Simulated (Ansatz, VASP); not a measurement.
**SnCl3: VASP beside Ansatz**

Contents of INCAR:

```
SYSTEM = SnCl3
PREC     = Accurate       ! precision mode
ENCUT    = 600            ! plane-wave cutoff, eV
EDIFF    = 1E-7           ! SCF threshold, eV
ISMEAR   = 0              ! smearing method
SIGMA    = 0.1            ! smearing width, eV
LREAL    = .FALSE.        ! projectors in reciprocal space
LASPH    = .TRUE.         ! aspherical terms in the spheres
NELM     = 80             ! most SCF steps
ALGO     = Normal         ! electronic algorithm
ISIF     = 3              ! what is computed and relaxed
LWAVE    = .FALSE.        ! write WAVECAR
LCHARG   = .FALSE.        ! write CHGCAR
GGA      = PE             ! functional
IBRION   = 2              ! ionic algorithm
NSW      = 90             ! ionic steps
EDIFFG   = -0.04          ! ionic threshold
```

The input KPOINTS:

```
regular mesh
0
G
  6 6 2
  0 0 0
```

Contents of POSCAR:

```
SnCl3
1.0
    3.2160157600      0.0000000000      0.0000000000
   -1.6080078800      2.7851513500      0.0000000000
    0.0000000000      0.0000000000     11.5537748400
Sn Cl
1 3
Direct
    0.0000000000      0.0000000000      0.5000000000
    0.0000000000      0.0000000000      0.0000000000
    0.3333333300      0.6666666700      0.7547884000
    0.3333333300      0.6666666700      0.2452116000
```

Input for Ansatz:

```yaml
crystal:
  lattice:
    - [3.21601576, 0.0, 0.0]
    - [-1.60800788, 2.78515135, 0.0]
    - [0.0, 0.0, 11.55377484]
  atoms:
    - { symbol: Sn, position: [0.0, 0.0, 0.5] }
    - { symbol: Cl, position: [0.0, 0.0, 0.0] }
    - { symbol: Cl, position: [0.33333333, 0.66666667, 0.7547884] }
    - { symbol: Cl, position: [0.33333333, 0.66666667, 0.2452116] }
basis:
  ecutwfc: 420
kpoints:
  mp_grid: { grid: [6, 6, 2] }
hamiltonian:
  xc: pbe
scf:
  occupations: { method: gaussian, width: 0.1 }
  lower_state_search: "off"
output:
  forces: true
  stress: true
  eigenvalues: true
relax:
  adjacent_minimum: "off"
  f_tol: 0.04
  max_steps: 70
  cell: { stress_tol: 0.4 }
```

Change from the starting cell: species swapped into the Cd3Hg type (P-6m2, No. 187).

Alike in both runs: task relaxation of cell and atoms; functional PBE; k mesh 6 × 6 × 2; occupations gaussian, width 0.1 eV; no spin polarisation.

|  | VASP | Ansatz |
| --- | --- | --- |
| version | VASP 6.6.1 | Ansatz 0.2.0 |
| potentials or method | VASP PAW PBE potentials, release 64 (Sn_d, Cl), cutoff 600 eV | scalar-relativistic, plane waves, PAW |
| valence electrons in the cell | 35 | 35 |

|  | VASP | Ansatz | Ansatz less VASP |
| --- | --- | --- | --- |
| gap on the k mesh at the Fermi level, each at its own relaxed structure (eV) | none | none | - |
| relaxed volume (Å³/atom) | 31.13 | 31.10 | -0.030 |
| relaxed cell length with the largest relative difference (Å) | 3.967 | 3.965 | -0.0022 |

A gap of «none» marks a metal or a gap that the smearing closes.

The k mesh is coarse, so the values compare programs but aren't converged. Noted on VASP's run: the volume moved by over 15 % at a fixed basis, so the end points are rough.
